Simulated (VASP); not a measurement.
# Ca (I4/mmm) in VASP: a series of runs

Ca is run at these levels: PBE; tasks: single point.

All numbers are computed with VASP 6.6.1; they aren't measurements. Logs are shortened: lines on timing, memory, paths and dates and some standing lists are left out, and cuts for length are marked.

### 1 The cell of the first run

Symmetry: I4/mmm, No. 139, tetragonal system. The conventional cell has a = 4.011 Å, b = 4.011 Å, c = 5.588 Å, α = 90.00°, β = 90.00°, γ = 90.00°. Ca (site symmetry 4/mmm) has 12 Ca at 3.98 to 4.01 Å within 5.2 Å.

### 2 Single point, PBE (strain +0.015 along x and y, +0.000 along z)

Input file INCAR:

```
  PREC = Accurate
  ENCUT = 520
  EDIFF = 1E-6
  ISMEAR = 0
  SIGMA = 0.15
  LREAL = False
  LASPH = True
  NELM = 60
  ALGO = Normal
  ISIF = 2
  LWAVE = False
  LCHARG = False
  GGA = PE
  NBANDS = 11
```

Input file KPOINTS:

```
Automatic mesh
0
Gamma
  14 14 14
```

Input file POSCAR:

```
Ca
1.0
    0.0000000000      2.8361130000      2.7942000000
    2.8361130000      0.0000000000      2.7942000000
    2.8361130000      2.8361130000      0.0000000000
Ca
1
Direct
    0.0000000000      0.0000000000      0.0000000000
```

Potentials or basis: VASP PAW PBE potentials, release 64 (Ca_sv).

Launch:

```bash
$ cat potpaw_PBE.64/Ca_sv/POTCAR > POTCAR
$ mpirun -np 1 vasp_std > vasp.out
```

OUTCAR:

```text
PREC = Accurate
   ENCUT = 520
   EDIFF = 1E-6
   ISMEAR = 0
   LREAL = False
   LASPH = True
   NELM = 60
   ISIF = 2
   GGA = PE

 ion  position               nearest neighbor table
   1  0.000  0.000  0.000-

  LATTYP: Found a body centered tetragonal cell.
 ALAT       =     4.0108694690
 C/A-ratio  =     1.3933138546

  Lattice vectors:

 A1 = (   0.0000000000,  -2.8361130000,  -2.7942000000)
 A2 = (   0.0000000000,   2.8361130000,  -2.7942000000)
 A3 = (   2.8361130000,   0.0000000000,   2.7942000000)

Analysis of symmetry for initial positions (statically):
=====================================================================
 Subroutine PRICEL returns:
 Original cell was already a primitive cell.

 Routine SETGRP: Setting up the symmetry group for a
 body centered tetragonal supercell.

 Subroutine GETGRP returns: Found 16 space group operations
 (whereof 16 operations were pure point group operations)
 out of a pool of 16 trial point group operations.

The static configuration has the point symmetry D_4h.

Analysis of symmetry for dynamics (positions and initial velocities):
=====================================================================
 Subroutine PRICEL returns:
 Original cell was already a primitive cell.

 Routine SETGRP: Setting up the symmetry group for a
 body centered tetragonal supercell.

 Subroutine GETGRP returns: Found 16 space group operations
 (whereof 16 operations were pure point group operations)
 out of a pool of 16 trial point group operations.

The dynamic configuration has the point symmetry D_4h.

 Subroutine INISYM returns: Found 16 space group operations
 (whereof 16 operations are pure point group operations),
 and found     1 'primitive' translations

----------------------------------------------------------------------------------------

                                     Primitive cell

  volume of cell :      44.9505

  direct lattice vectors                    reciprocal lattice vectors
     0.000000000  2.836113000  2.794200000    -0.176297630  0.176297630  0.178942094
     2.836113000  0.000000000  2.794200000     0.176297630 -0.176297630  0.178942094
     2.836113000  2.836113000  0.000000000     0.176297630  0.176297630 -0.178942094

  length of vectors
     3.981342812  3.981342812  4.010869469     0.306890830  0.306890830  0.306890830

  position of ions in fractional coordinates (direct lattice)
     0.000000000  0.000000000  0.000000000

  ion indices of the primitive-cell ions
   primitive index   ion index
                 1           1

----------------------------------------------------------------------------------------

 KPOINTS: Automatic mesh

Automatic generation of k-mesh.
 Grid dimensions read from file:
 generate k-points for:   14   14   14

 Generating k-lattice:

  Cartesian coordinates                     Fractional coordinates (reciprocal lattice)
    -0.012592688  0.012592688  0.012781578     0.071428571  0.000000000  0.000000000
     0.012592688 -0.012592688  0.012781578     0.000000000  0.071428571  0.000000000
     0.012592688  0.012592688 -0.012781578     0.000000000  0.000000000  0.071428571

  Length of vectors
     0.021920774  0.021920774  0.021920774

  Shift w.r.t. Gamma in fractional coordinates (k-lattice)
     0.000000000  0.000000000  0.000000000

 Subroutine IBZKPT returns following result:
 ===========================================

 Found    244 irreducible k-points:

 Following reciprocal coordinates:
            Coordinates               Weight
  0.000000  0.000000  0.000000      1.000000
  0.071429  0.000000  0.000000      8.000000
  0.142857 -0.000000  0.000000      8.000000
  0.214286 -0.000000  0.000000      8.000000
  0.285714 -0.000000  0.000000      8.000000
  0.357143 -0.000000  0.000000      8.000000
[... 16 lines left out ...]
  0.214286  0.142857  0.000000      8.000000
  0.285714  0.142857  0.000000      8.000000
 [... further k-points ...]
   k-points           NKPTS =    244   k-points in BZ     NKDIM =    244   number of bands    NBANDS=     11
   number of dos      NEDOS =    301   number of ions     NIONS =      1
   total plane-waves  NPLWV =  27000
   dimension x,y,z NGX =    30 NGY =   30 NGZ =   30
   dimension x,y,z NGXF=    60 NGYF=   60 NGZF=   60
   ions per type =               1
   NGX,Y,Z   is equivalent  to a cutoff of  12.53, 12.53, 12.43 a.u.
   NGXF,Y,Z  is equivalent  to a cutoff of  25.05, 25.05, 24.87 a.u.
 SYSTEM =  unknown system
   PREC   = accura    normal or accurate (medium, high low for compatibility)
   ISTART =      0    job   : 0-new  1-cont  2-samecut
   ICHARG =      2    charge: 1-file 2-atom 10-const
   ISPIN  =      1    spin polarized calculation?
   LNONCOLLINEAR =      F non collinear calculations
   LSORBIT =      F    spin-orbit coupling
   LASPH  =      T    aspherical Exc in radial PAW
   ENCUT  =  520.0 eV  38.22 Ry    6.18 a.u.   7.40  7.40  7.46*2*pi/ulx,y,z
   NELM   =     60;   NELMIN=  2; NELMDL= -5     # of ELM steps
   EDIFF  = 0.1E-05   stopping-criterion for ELM
   LREAL  =      F    real-space projection
   EDIFFG = 0.1E-04   stopping-criterion for IOM
   NSW    =      0    number of steps for IOM
   IBRION =     -1    ionic relax: 0-MD 1-quasi-New 2-CG
   NFREE  =      0    steps in history (QN), initial steepest desc. (CG)
   ISIF   =      2    stress and relaxation
   ISYM   =      2    0-nonsym 1-usesym 2-fastsym
   POTIM  = 0.5000    time-step for ionic-motion
   TEBEG  =    0.0;   TEEND  =   0.0 temperature during run
   PSTRESS=    0.0 pullay stress
   NELECT =      10.0000    total number of electrons
   NUPDOWN=      -1.0000    fix difference up-down
   EMIN   =  10.00;   EMAX   =-10.00  energy-range for DOS
   EFERMI =   0.00;   METHOD = LEGACY
   ISMEAR =     0;   SIGMA  =   0.15  broadening in eV -4-tet -1-fermi 0-gaus
   EFERMI_NEDOS =   21; number of points for ismear=-14 and -15
   IALGO  =     38    algorithm
   IMIX   =      4    mixing-type and parameters
     AMIX     =   0.40;   BMIX     =  1.00
     AMIX_MAG =   1.60;   BMIX_MAG =  1.00
  volume/ion in A,a.u.               =      44.95       303.34
  Fermi-wavevector in a.u.,A,eV,Ry     =   0.991966  1.874543 13.388077  0.983996
  Thomas-Fermi vector in A             =   2.123744
   LORBIT       =      0    0 simple, 1 ext, 2 COOP (PROOUT), +10 PAW based schemes
   GGA     = PE    functional components
   LHFCALC =     F    Hartree Fock is set to
   AEXX    =    0.0000 exact exchange contribution
   IVDW    =     0    specifies the selected vdW correction
   LEPSILON=     F    determine dielectric tensor
   LRPA    =     F    only Hartree local field effects (RPA)
 non-spin polarized calculation
 Gauss-broadening in eV      SIGMA  =   0.15
  energy-cutoff  :      520.00
  volume of cell :       44.95
 maximum number of plane-waves:      1243
 NGX is ok and might be reduce to    30
   NGX = 15   NGY = 15   NGZ = 15

 number of electron      10.0000000 magnetization

 Free energy of the ion-electron system (eV)
  ---------------------------------------------------
  ext. energy  EPLUGINS =         0.00000000
  ---------------------------------------------------
  free energy    TOTEN  =        -1.92902092 eV

  energy without entropy =       -1.91423330  energy(sigma->0) =       -1.92162711

 E-fermi :   1.7147     XC(G=0):  -7.5433

 val. band max:        1.7087988876   @ k =  -0.2143   0.4286   0.3571
 cond. band min:       1.7156183326   @ k =  -0.3571   0.0714   0.4286
 fundamental gap:      0.0068194450
 Fermi energy:         1.7147258109

 k-point     1 :       0.0000    0.0000    0.0000
  band No.  band energies     occupation
      1     -40.4486      2.00000
      2     -21.3724      2.00000
      3     -21.3724      2.00000
      4     -21.3715      2.00000
      5      -2.1965      2.00000
      6       3.9469      0.00000
      7       3.9469      0.00000
      8       4.0090      0.00000
      9       4.9187      0.00000
     10       4.9976      0.00000
     11      10.5662      0.00000

 k-point     2 :       0.0714    0.0000    0.0000
  band No.  band energies     occupation
      1     -40.4481      2.00000
      2     -21.3775      2.00000
      3     -21.3732      2.00000
      4     -21.3724      2.00000
      5      -2.1135      2.00000
      6       3.8743      0.00000
      7       3.9778      0.00000
      8       4.0249      0.00000
      9       4.8934      0.00000
     10       4.9692      0.00000
     11      10.6552      0.00000

 k-point     3 :       0.1429   -0.0000    0.0000
  band No.  band energies     occupation
      1     -40.4467      2.00000
      2     -21.3928      2.00000
      3     -21.3755      2.00000
      4     -21.3744      2.00000
      5      -1.8685      2.00000
      6       3.6379      0.00000
      7       4.0465      0.00000
      8       4.0944      0.00000
      9       4.8512      0.00000
     10       4.9151      0.00000
     11      10.3529      0.00000

 k-point     4 :       0.2143   -0.0000    0.0000
  band No.  band energies     occupation
      1     -40.4447      2.00000
      2     -21.4148      2.00000
      3     -21.3788      2.00000
      4     -21.3772      2.00000
      5      -1.4728      2.00000
      6       3.2951      0.00000
      7       4.0783      0.00000
      8       4.1385      0.00000
      9       4.8862      0.00000
     10       4.9260      0.00000
     11       9.2374      0.00000

 k-point     5 :       0.2857   -0.0000    0.0000
  band No.  band energies     occupation
      1     -40.4424      2.00000
      2     -21.4390      2.00000
      3     -21.3825      2.00000
      4     -21.3804      2.00000
      5      -0.9473      2.00000
      6       2.8844      0.00000
      7       4.0218      0.00000
      8       4.0939      0.00000
      9       5.0605      0.00000
     10       5.0734      0.00000
     11       8.1878      0.00000
[... 211 lines left out ...]
 k-point    21 :      -0.0714    0.0714    0.0000
  band No.  band energies     occupation
      1     -40.4473      2.00000
      2     -21.3849      2.00000
      3     -21.3756      2.00000
      4     -21.3736      2.00000
      5      -1.9788      2.00000
      6       3.7375      0.00000
      7       4.0356      0.00000
      8       4.0678      0.00000
      9       4.7901      0.00000
     10       4.9934      0.00000
     11      10.7558      0.00000

 k-point    22 :       0.1429    0.1429    0.0000
  band No.  band energies     occupation
      1     -40.4460      2.00000
      2     -21.3917      2.00000
      3     -21.3803      2.00000
      4     -21.3803      2.00000
      5      -1.7517      2.00000
      6       3.5914      0.00000
      7       4.1140      0.00000
      8       4.1140      0.00000
      9       4.5966      0.00000
     10       5.0344      0.00000
     11      11.0148      0.00000

 k-point    23 :       0.2143    0.1429    0.0000
  band No.  band energies     occupation
      1     -40.4444      2.00000
      2     -21.4065      2.00000
      3     -21.3843      2.00000
      4     -21.3829      2.00000
      5      -1.4577      2.00000
      6       3.3628      0.00000
      7       4.1532      0.00000
      8       4.1956      0.00000
      9       4.4815      0.00000
     10       5.0974      0.00000
     11      10.1582      0.00000

 k-point    24 :       0.2857    0.1429    0.0000
  band No.  band energies     occupation
      1     -40.4425      2.00000
      2     -21.4267      2.00000
      3     -21.3884      2.00000
      4     -21.3859      2.00000
      5      -1.0225      2.00000
      6       3.0643      0.00000
      7       3.9761      0.00000
      8       4.2220      0.00000
      9       4.6556      0.00000
     10       5.2224      0.00000
     11       8.9741      0.00000

 [... further k-points ...]

------------------------ aborting loop because EDIFF is reached ----------------------------------------

  FORCE on cell =-STRESS in cart. coord.  units (eV):
  Direction    XX          YY          ZZ          XY          YZ          ZX
  --------------------------------------------------------------------------------------
  -------------------------------------------------------------------------------------
  Total       -0.2886158     -0.2886158     -0.2601288      0.0000000     -0.0000000     -0.0000000
  in kB      -10.2871765    -10.2871765     -9.2718083      0.0000000     -0.0000000     -0.0000000
  external PRESSURE =      -9.9487205 kB  Pullay stress =       0.0000000 kB

 VOLUME and BASIS-vectors are now :
 -----------------------------------------------------------------------------
  energy-cutoff  :      520.00
  volume of cell :       44.95
      direct lattice vectors                 reciprocal lattice vectors
     0.000000000  2.836113000  2.794200000    -0.176297630  0.176297630  0.178942094
     2.836113000  0.000000000  2.794200000     0.176297630 -0.176297630  0.178942094
     2.836113000  2.836113000  0.000000000     0.176297630  0.176297630 -0.178942094

 POSITION                                       TOTAL-FORCE (eV/Angst)
 -----------------------------------------------------------------------------------
      0.00000      0.00000      0.00000         0.000000      0.000000     -0.000000
 -----------------------------------------------------------------------------------
    total drift:                               -0.000000     -0.000000      0.000000

  FREE ENERGIE OF THE ION-ELECTRON SYSTEM (eV)
  ---------------------------------------------------
  free  energy   TOTEN  =        -1.9290209191 eV

  energy  without entropy=       -1.9142333011  energy(sigma->0) =       -1.92162711
```

It took 89 s on 1 thread of Intel Xeon Platinum 8488C (Sapphire Rapids), shared host; peak memory 0.25 GiB.

What came out:

* Free energy: -1.9290 eV
* Pressure: -1.0 GPa
* Band gap on the k mesh: zero (band 5 reaches 1.91 eV, above the bottom of band 6 at 1.51 eV)

Stress tensor (GPa, compression positive):
```
-1.03  0.00  0.00
 0.00 -1.03  0.00
 0.00  0.00 -0.93
```

Caveat: the cell differs from its parent crystal (strain +0.015 along x and y, +0.000 along z).

(Continued in part 2 of 2.)
